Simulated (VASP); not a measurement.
# WCl (P4/mmm) in VASP: notebook

WCl is run at these levels: PBE; tasks: single point.

Everything below comes from runs of VASP 6.6.1. Logs are shortened: lines on timing, memory, paths and dates and some standing lists are left out, and cuts for length are marked.

**1. The cell of the first run**

Symmetry: P4/mmm, No. 123, tetragonal system. The conventional cell has a = 2.819 Å, b = 2.819 Å, c = 4.049 Å, α = 90.00°, β = 90.00°, γ = 90.00°. Within 3.7 Å of W (site symmetry 4/mmm) lie 4 W at 2.82 Å and 8 Cl at 2.84 Å. Within 3.7 Å of Cl (site symmetry 4/mmm) lie 4 Cl at 2.82 Å and 8 W at 2.84 Å.

**2. Single point, PBE**

File INCAR:

```
SYSTEM = WCl
ALGO = Normal ; EDIFF = 1E-6
ENCUT = 500 ; GGA = PE
GGA_COMPAT = .FALSE. ; ISIF = 2
ISMEAR = 0 ; LASPH = .TRUE.
LCHARG = .TRUE. ; LELF = .TRUE.
LREAL = .FALSE. ; LVHAR = .TRUE.
LWAVE = .FALSE. ; NBANDS = 18
NELM = 120 ; PREC = Accurate
SIGMA = 0.2
```

File KPOINTS:

```
k-points
0
G
  6 6 5
  0 0 0
```

File POSCAR:

```
WCl
1.0
    2.8186455329      0.0000000000      0.0000000000
    0.0000000000      2.8186455329      0.0000000000
    0.0000000000      0.0000000000      4.0485557461
W Cl
1 1
Direct
    0.0000000000      0.0000000000      0.0000000000
    0.5000000000      0.5000000000      0.5000000000
```

Potentials or basis: VASP PAW PBE potentials, release 64 (W_sv, Cl).

Run with:

```sh
> cat potpaw_PBE.64/W_sv/POTCAR potpaw_PBE.64/Cl/POTCAR > POTCAR
> mpirun -np 1 vasp_std > vasp.out
```

OUTCAR:

```text
SYSTEM = WCl
   EDIFF = 1E-6
   ENCUT = 500
   GGA = PE
   ISIF = 2
   ISMEAR = 0
   LASPH = .TRUE.
   LREAL = .FALSE.
   NELM = 120
   PREC = Accurate

 ion  position               nearest neighbor table
   1  0.000  0.000  0.000-   2 2.84   2 2.84   2 2.84   2 2.84   2 2.84   2 2.84   2 2.84   2 2.84

   2  0.500  0.500  0.500-   1 2.84   1 2.84   1 2.84   1 2.84   1 2.84   1 2.84   1 2.84   1 2.84

  LATTYP: Found a simple tetragonal cell.
 ALAT       =     2.8186455329
 C/A-ratio  =     1.4363479547

  Lattice vectors:

 A1 = (   2.8186455329,   0.0000000000,   0.0000000000)
 A2 = (   0.0000000000,   2.8186455329,   0.0000000000)
 A3 = (   0.0000000000,   0.0000000000,   4.0485557461)

Analysis of symmetry for initial positions (statically):
=====================================================================
 Subroutine PRICEL returns:
 Original cell was already a primitive cell.

 Routine SETGRP: Setting up the symmetry group for a
 simple tetragonal supercell.

 Subroutine GETGRP returns: Found 16 space group operations
 (whereof 16 operations were pure point group operations)
 out of a pool of 16 trial point group operations.

The static configuration has the point symmetry D_4h.

Analysis of symmetry for dynamics (positions and initial velocities):
=====================================================================
 Subroutine PRICEL returns:
 Original cell was already a primitive cell.

 Routine SETGRP: Setting up the symmetry group for a
 simple tetragonal supercell.

 Subroutine GETGRP returns: Found 16 space group operations
 (whereof 16 operations were pure point group operations)
 out of a pool of 16 trial point group operations.

The dynamic configuration has the point symmetry D_4h.

 Subroutine INISYM returns: Found 16 space group operations
 (whereof 16 operations are pure point group operations),
 and found     1 'primitive' translations

----------------------------------------------------------------------------------------

                                     Primitive cell

  volume of cell :      32.1648

  direct lattice vectors                    reciprocal lattice vectors
     2.818645533  0.000000000  0.000000000     0.354780333  0.000000000  0.000000000
     0.000000000  2.818645533  0.000000000     0.000000000  0.354780333  0.000000000
     0.000000000  0.000000000  4.048555746     0.000000000  0.000000000  0.247001662

  length of vectors
     2.818645533  2.818645533  4.048555746     0.354780333  0.354780333  0.247001662

  position of ions in fractional coordinates (direct lattice)
     0.000000000  0.000000000  0.000000000
     0.500000000  0.500000000  0.500000000

  ion indices of the primitive-cell ions
   primitive index   ion index
                 1           1
                 2           2

----------------------------------------------------------------------------------------

 KPOINTS: k-points

Automatic generation of k-mesh.
 Grid dimensions read from file:
 generate k-points for:    6    6    5

 Generating k-lattice:

  Cartesian coordinates                     Fractional coordinates (reciprocal lattice)
     0.059130055  0.000000000  0.000000000     0.166666667  0.000000000  0.000000000
     0.000000000  0.059130055  0.000000000     0.000000000  0.166666667  0.000000000
     0.000000000  0.000000000  0.049400332     0.000000000  0.000000000  0.200000000

  Length of vectors
     0.059130055  0.059130055  0.049400332

  Shift w.r.t. Gamma in fractional coordinates (k-lattice)
     0.000000000  0.000000000  0.000000000

 Subroutine IBZKPT returns following result:
 ===========================================

 Found     30 irreducible k-points:

 Following reciprocal coordinates:
            Coordinates               Weight
  0.000000  0.000000  0.000000      1.000000
  0.166667  0.000000  0.000000      4.000000
  0.333333  0.000000  0.000000      4.000000
  0.500000  0.000000  0.000000      2.000000
  0.166667  0.166667  0.000000      4.000000
  0.333333  0.166667  0.000000      8.000000
[... 16 lines left out ...]
  0.333333  0.000000  0.400000      8.000000
  0.500000  0.000000  0.400000      4.000000
 [... further k-points ...]
   k-points           NKPTS =     30   k-points in BZ     NKDIM =     30   number of bands    NBANDS=     18
   number of dos      NEDOS =    301   number of ions     NIONS =      2
   total plane-waves  NPLWV =  17280
   dimension x,y,z NGX =    24 NGY =   24 NGZ =   30
   dimension x,y,z NGXF=    48 NGYF=   48 NGZF=   60
   ions per type =               1   1
   NGX,Y,Z   is equivalent  to a cutoff of  14.16, 14.16, 12.32 a.u.
   NGXF,Y,Z  is equivalent  to a cutoff of  28.31, 28.31, 24.64 a.u.
 SYSTEM =  WCl
   PREC   = accura    normal or accurate (medium, high low for compatibility)
   ISTART =      0    job   : 0-new  1-cont  2-samecut
   ICHARG =      2    charge: 1-file 2-atom 10-const
   ISPIN  =      1    spin polarized calculation?
   LNONCOLLINEAR =      F non collinear calculations
   LSORBIT =      F    spin-orbit coupling
   LASPH  =      T    aspherical Exc in radial PAW
   ENCUT  =  500.0 eV  36.75 Ry    6.06 a.u.   5.14  5.14  7.38*2*pi/ulx,y,z
   NELM   =    120;   NELMIN=  2; NELMDL= -5     # of ELM steps
   EDIFF  = 0.1E-05   stopping-criterion for ELM
   LREAL  =      F    real-space projection
   EDIFFG = 0.1E-04   stopping-criterion for IOM
   NSW    =      0    number of steps for IOM
   IBRION =     -1    ionic relax: 0-MD 1-quasi-New 2-CG
   NFREE  =      0    steps in history (QN), initial steepest desc. (CG)
   ISIF   =      2    stress and relaxation
   ISYM   =      2    0-nonsym 1-usesym 2-fastsym
   POTIM  = 0.5000    time-step for ionic-motion
   TEBEG  =    0.0;   TEEND  =   0.0 temperature during run
   PSTRESS=    0.0 pullay stress
   NELECT =      21.0000    total number of electrons
   NUPDOWN=      -1.0000    fix difference up-down
   EMIN   =  10.00;   EMAX   =-10.00  energy-range for DOS
   EFERMI =   0.00;   METHOD = LEGACY
   ISMEAR =     0;   SIGMA  =   0.20  broadening in eV -4-tet -1-fermi 0-gaus
   EFERMI_NEDOS =   21; number of points for ismear=-14 and -15
   IALGO  =     38    algorithm
   IMIX   =      4    mixing-type and parameters
     AMIX     =   0.40;   BMIX     =  1.00
     AMIX_MAG =   1.60;   BMIX_MAG =  1.00
  volume/ion in A,a.u.               =      16.08       108.53
  Fermi-wavevector in a.u.,A,eV,Ry     =   1.420215  2.683818 27.443115  2.017012
  Thomas-Fermi vector in A             =   2.541154
   LORBIT       =      0    0 simple, 1 ext, 2 COOP (PROOUT), +10 PAW based schemes
   GGA     = PE    functional components
   LHFCALC =     F    Hartree Fock is set to
   AEXX    =    0.0000 exact exchange contribution
   IVDW    =     0    specifies the selected vdW correction
   LEPSILON=     F    determine dielectric tensor
   LRPA    =     F    only Hartree local field effects (RPA)
 non-spin polarized calculation
 Gauss-broadening in eV      SIGMA  =   0.20
  energy-cutoff  :      500.00
  volume of cell :       32.16
 maximum number of plane-waves:       838
 NGX is ok and might be reduce to    24
   NGX = 11   NGY = 11   NGZ = 15

 number of electron      21.0000001 magnetization

 Free energy of the ion-electron system (eV)
  ---------------------------------------------------
  ext. energy  EPLUGINS =         0.00000000
  ---------------------------------------------------
  free energy    TOTEN  =       -11.72029283 eV

  energy without entropy =      -11.68015848  energy(sigma->0) =      -11.70022566

 E-fermi :  10.1431     XC(G=0): -12.3214

 val. band max:       10.1241959482   @ k =   0.5000   0.3333   0.2000
 cond. band min:      10.1931403305   @ k =   0.5000   0.0000   0.2000
 fundamental gap:      0.0689443822
 Fermi energy:        10.1430958673

 k-point     1 :       0.0000    0.0000    0.0000
  band No.  band energies     occupation
      1     -64.4536      2.00000
      2     -28.7677      2.00000
      3     -28.2795      2.00000
      4     -28.2795      2.00000
      5      -9.1079      2.00000
      6       3.0106      2.00000
[... 10 lines left out ...]
     17      21.7615      0.00000
     18      24.7660      0.00000

 k-point     2 :       0.1667    0.0000    0.0000
  band No.  band energies     occupation
      1     -64.4434      2.00000
      2     -28.7485      2.00000
      3     -28.4563      2.00000
      4     -28.2645      2.00000
      5      -8.7825      2.00000
      6       2.9344      2.00000
[... 10 lines left out ...]
     17      20.2170      0.00000
     18      24.4607      0.00000

 k-point     3 :       0.3333    0.0000    0.0000
  band No.  band energies     occupation
      1     -64.4228      2.00000
      2     -28.7974      2.00000
      3     -28.7098      2.00000
      4     -28.2346      2.00000
      5      -8.0080      2.00000
      6       1.6289      2.00000
[... 10 lines left out ...]
     17      20.2594      0.00000
     18      22.0065      0.00000

 k-point     4 :       0.5000    0.0000    0.0000
  band No.  band energies     occupation
      1     -64.4126      2.00000
      2     -28.9621      2.00000
      3     -28.6903      2.00000
      4     -28.2195      2.00000
      5      -7.5192      2.00000
      6       0.4117      2.00000
[... 375 lines left out ...]
      4     -28.2638      2.00000
      5      -8.4915      2.00000
      6       0.7945      2.00000
[... 10 lines left out ...]
     17      19.0746      0.00000
     18      21.2736      0.00000

 k-point    23 :       0.3333    0.0000    0.4000
  band No.  band energies     occupation
      1     -64.4227      2.00000
      2     -28.7945      2.00000
      3     -28.7243      2.00000
      4     -28.2339      2.00000
      5      -7.9541      2.00000
      6       1.9474      2.00000
[... 10 lines left out ...]
     17      21.0688      0.00000
     18      23.5275      0.00000

 k-point    24 :       0.5000    0.0000    0.4000
  band No.  band energies     occupation
      1     -64.4124      2.00000
      2     -28.9586      2.00000
      3     -28.7032      2.00000
      4     -28.2189      2.00000
      5      -7.6357      2.00000
      6       1.3518      2.00000
[... 10 lines left out ...]
     17      20.7204      0.00000
     18      23.3420      0.00000

 [... further k-points ...]

------------------------ aborting loop because EDIFF is reached ----------------------------------------

  FORCE on cell =-STRESS in cart. coord.  units (eV):
  Direction    XX          YY          ZZ          XY          YZ          ZX
  --------------------------------------------------------------------------------------
  -------------------------------------------------------------------------------------
  Total        0.0287686      0.0287686      0.1313243      0.0000000      0.0000000      0.0000000
  in kB        1.4330086      1.4330086      6.5414588      0.0000000      0.0000000      0.0000000
  external PRESSURE =       3.1358253 kB  Pullay stress =       0.0000000 kB

 VOLUME and BASIS-vectors are now :
 -----------------------------------------------------------------------------
  energy-cutoff  :      500.00
  volume of cell :       32.16
      direct lattice vectors                 reciprocal lattice vectors
     2.818645533  0.000000000  0.000000000     0.354780333  0.000000000  0.000000000
     0.000000000  2.818645533  0.000000000     0.000000000  0.354780333  0.000000000
     0.000000000  0.000000000  4.048555746     0.000000000  0.000000000  0.247001662

 POSITION                                       TOTAL-FORCE (eV/Angst)
 -----------------------------------------------------------------------------------
      0.00000      0.00000      0.00000         0.000000      0.000000      0.000000
      1.40932      1.40932      2.02428         0.000000      0.000000      0.000000
 -----------------------------------------------------------------------------------
    total drift:                               -0.000000      0.000000      0.000000

  FREE ENERGIE OF THE ION-ELECTRON SYSTEM (eV)
  ---------------------------------------------------
  free  energy   TOTEN  =       -11.7202928347 eV

  energy  without entropy=      -11.6801584758  energy(sigma->0) =      -11.70022566
```

Wall time 8.3 s (1 thread of Intel Xeon Platinum 8559C (Emerald Rapids), shared host); peak memory 0.14 GiB.

What came out:

| Property | Result |
| --- | --- |
| Free energy | -11.7203 eV |
| Pressure | 0.3 GPa |

Stress tensor (GPa, compression positive):
```
0.14 0.00 0.00
0.00 0.14 0.00
0.00 0.00 0.65
```

Levels at points of the mesh, in eV from the Fermi level:
```
           k point  band 7  band 8  band 9  band 10  band 11  band 12  band 13  band 14
(0.00, 0.00, 0.00)   -5.49   -3.84   -3.29    -3.29    -0.23     1.06     1.06     3.06
(0.50, 0.00, 0.00)   -7.55   -3.19   -3.06     1.24     1.75     1.81     1.84     2.47
(0.50, 0.50, 0.00)   -7.51   -5.09   -3.70    -2.51    -2.51    -2.19     5.15     7.34
```

Caveat: the k points lie up to 0.37 Å⁻¹ apart; spin-orbit coupling is left out, which moves the levels of the heavy elements; an odd number of electrons without spin polarisation forces a metal; a magnetic or distorted state may lie lower.

**3. Single point, PBE**

This run uses another cell than the first one, of 18.41 Å³/atom, 1.144 times its volume.

File INCAR:

```
PREC = Accurate
ENCUT = 500
EDIFF = 1E-6
ISMEAR = 0
SIGMA = 0.2
LREAL = F
LASPH = T
NELM = 120
ALGO = Normal
ISIF = 2
LWAVE = F
LCHARG = F
GGA = PE
NBANDS = 18
GGA_COMPAT = F
```

File KPOINTS:

```
Automatic mesh
0
Gamma
  6 6 5
```

File POSCAR:

```
WCl
1.0
    2.8106154736      0.0000000000      0.0000000000
    0.0000000000      2.8106154736      0.0000000000
    0.0000000000      0.0000000000      4.6600544297
W Cl
1 1
Direct
    0.0000000000      0.0000000000      0.5000000000
    0.0000000000      0.0000000000      0.0000000000
```

Potentials or basis: VASP PAW PBE potentials, release 64 (W_sv, Cl).

Run with:

```sh
> cat potpaw_PBE.64/W_sv/POTCAR potpaw_PBE.64/Cl/POTCAR > POTCAR
> mpirun -np 1 vasp_std > vasp.out
```

OUTCAR:

```text
PREC = Accurate
   ENCUT = 500
   EDIFF = 1E-6
   ISMEAR = 0
   LREAL = F
   LASPH = T
   NELM = 120
   ISIF = 2
   GGA = PE

 ion  position               nearest neighbor table
   1  0.000  0.000  0.500-   2 2.33   2 2.33
   2  0.000  0.000  0.000-   1 2.33   1 2.33

  LATTYP: Found a simple tetragonal cell.
 ALAT       =     2.8106154736
 C/A-ratio  =     1.6580192038

  Lattice vectors:

 A1 = (   2.8106154736,   0.0000000000,   0.0000000000)
 A2 = (   0.0000000000,   2.8106154736,   0.0000000000)
 A3 = (   0.0000000000,   0.0000000000,   4.6600544297)

Analysis of symmetry for initial positions (statically):
=====================================================================
 Subroutine PRICEL returns:
 Original cell was already a primitive cell.

 Routine SETGRP: Setting up the symmetry group for a
 simple tetragonal supercell.

 Subroutine GETGRP returns: Found 16 space group operations
 (whereof 16 operations were pure point group operations)
 out of a pool of 16 trial point group operations.

The static configuration has the point symmetry D_4h.

[... 156 lines left out ...]
  free energy    TOTEN  =       -13.31877597 eV

  energy without entropy =      -13.28488884  energy(sigma->0) =      -13.30183241

 E-fermi :   7.7725     XC(G=0): -11.4013

 val. band max:        7.6148487101   @ k =   0.5000   0.5000   0.4000
 cond. band min:       7.7743626489   @ k =   0.3333   0.1667   0.4000
 fundamental gap:      0.1595139388
 Fermi energy:         7.7725026539

 k-point     1 :       0.0000    0.0000    0.0000
  band No.  band energies     occupation
      1     -66.7702      2.00000
      2     -31.3230      2.00000
      3     -30.4664      2.00000
      4     -30.4664      2.00000
      5     -10.7478      2.00000
      6       1.0064      2.00000
[... 481 lines left out ...]
      5      -9.0791      2.00000
      6      -0.2842      2.00000
[... 10 lines left out ...]
     17      17.2550      0.00000
     18      19.4924      0.00000

 [... further k-points ...]

------------------------ aborting loop because EDIFF is reached ----------------------------------------

  FORCE on cell =-STRESS in cart. coord.  units (eV):
  Direction    XX          YY          ZZ          XY          YZ          ZX
  --------------------------------------------------------------------------------------
  -------------------------------------------------------------------------------------
  Total       -0.0175523     -0.0175523      0.0900224      0.0000000      0.0000000     -0.0000000
  in kB       -0.7639249     -0.7639249      3.9180254      0.0000000      0.0000000     -0.0000000
  external PRESSURE =       0.7967252 kB  Pullay stress =       0.0000000 kB

 VOLUME and BASIS-vectors are now :
 -----------------------------------------------------------------------------
  energy-cutoff  :      500.00
  volume of cell :       36.81
      direct lattice vectors                 reciprocal lattice vectors
     2.810615474  0.000000000  0.000000000     0.355793957  0.000000000  0.000000000
     0.000000000  2.810615474  0.000000000     0.000000000  0.355793957  0.000000000
     0.000000000  0.000000000  4.660054430     0.000000000  0.000000000  0.214589768

 POSITION                                       TOTAL-FORCE (eV/Angst)
 -----------------------------------------------------------------------------------
      0.00000      0.00000      2.33003         0.000000      0.000000      0.000000
      0.00000      0.00000      0.00000         0.000000      0.000000      0.000000
 -----------------------------------------------------------------------------------
    total drift:                               -0.000000      0.000000      0.000000

  FREE ENERGIE OF THE ION-ELECTRON SYSTEM (eV)
  ---------------------------------------------------
  free  energy   TOTEN  =       -13.3187759703 eV

  energy  without entropy=      -13.2848888437  energy(sigma->0) =      -13.30183241
```

stdout:

```text
POSCAR found type information on POSCAR W Cl
 POSCAR found :  2 types and       2 ions
 scaLAPACK will be used
 LDA part: xc-table for (Slater+PW92), standard interpolation
 POSCAR, INCAR and KPOINTS ok, starting setup
 FFT: planning ... GRIDC
 FFT: planning ... GRID_SOFT
 FFT: planning ... GRID
 WAVECAR not read
 entering main loop
```

It took 8.8 s on 1 thread of Intel Xeon Platinum 8559C (Emerald Rapids), shared host; peak memory 0.15 GiB.

Results:

```yaml
Free_energy: -13.3188 eV
Pressure: 0.1 GPa
```

Caveat: the k points lie up to 0.37 Å⁻¹ apart; spin-orbit coupling is left out, which moves the levels of the heavy elements; an odd number of electrons without spin polarisation forces a metal; a magnetic or distorted state may lie lower.
